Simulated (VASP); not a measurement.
## SnSe: single point with PBEsol

Crystal: SnSe.

```
Sn Se
1.0
     0.00000    3.01000    3.01000
     3.01000    0.00000    3.01000
     3.01000    3.01000    0.00000
Sn Se
1 1
Cartesian
  0.0000 0.0000 0.0000
  3.0100 3.0100 3.0100
```

* Program: VASP 6.6.1
* Task: single point
* Functional: PBEsol
* Potentials or basis: VASP PAW PBE potentials, release 64 (Sn_d, Se)
* Cutoff: 520 eV
* k mesh: 5 × 5 × 5
* Occupations: fermi-dirac, width 0.05 eV
* Spin: no spin polarisation
* Dipole correction: no
* Further INCAR settings: ALGO = Normal; EDIFF = 1e-06; NBANDS = 17

- Pressure: -2.1 GPa

Levels at points of the mesh, in eV from the Fermi level:
| k point | band 8 | band 9 | band 10 | band 11 | band 12 | band 13 |
| --- | --- | --- | --- | --- | --- | --- |
| (0.00, 0.00, 0.00) | -2.50 | -2.50 | -2.50 | 3.96 | 3.96 | 3.96 |

Wall time 6.6 s on 1 thread of AMD EPYC 9R45 96-Core Processor (Zen 5) (shared host), peak memory 0.15 GiB.

Caveat: this odd mesh misses L, where the gap lies, so gap, dielectric constants and Born charges aren't listed; the PAW data sets were made with another functional, which shifts forces and pressure a little; spin-orbit coupling is left out, which moves the levels of the heavy elements.
